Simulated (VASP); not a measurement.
A run of VASP 6.6.1:

File INCAR:

```
PREC = Accurate
ENCUT = 520
EDIFF = 1E-6
ISMEAR = -1
SIGMA = 0.05
LREAL = F
LASPH = T
NELM = 80
ALGO = Fast
ISIF = 2
LWAVE = F
LCHARG = T
GGA = RE
IVDW = 12
LELF = T
LVHAR = T
NBANDS = 10
```

KPOINTS

```
regular mesh
0
Gamma
  7 7 7
```

File POSCAR:

```
Rb
1.0
   -2.8184532268      2.8184532268      2.8184532268
    2.8184532268     -2.8184532268      2.8184532268
    2.8184532268      2.8184532268     -2.8184532268
Rb
1
Direct
    0.0000000000      0.0000000000      0.0000000000
```

Potentials or basis: VASP PAW PBE potentials, release 64 (Rb_sv).

Launch:

```sh
$ cat potpaw_PBE.64/Rb_sv/POTCAR > POTCAR
$ mpirun -np 1 vasp_std > vasp.out
```

Hardware: 1 thread of Intel(R) Xeon(R) Platinum 8375C CPU @ 2.90GHz (Ice Lake), with other jobs on the host.

Estimate the wall time of this run.

It took 26 s on 1 thread of Intel(R) Xeon(R) Platinum 8375C CPU @ 2.90GHz (Ice Lake), with other jobs on the host, peak memory 0.2 GiB. Counts: scf iterations 11, k points 20.
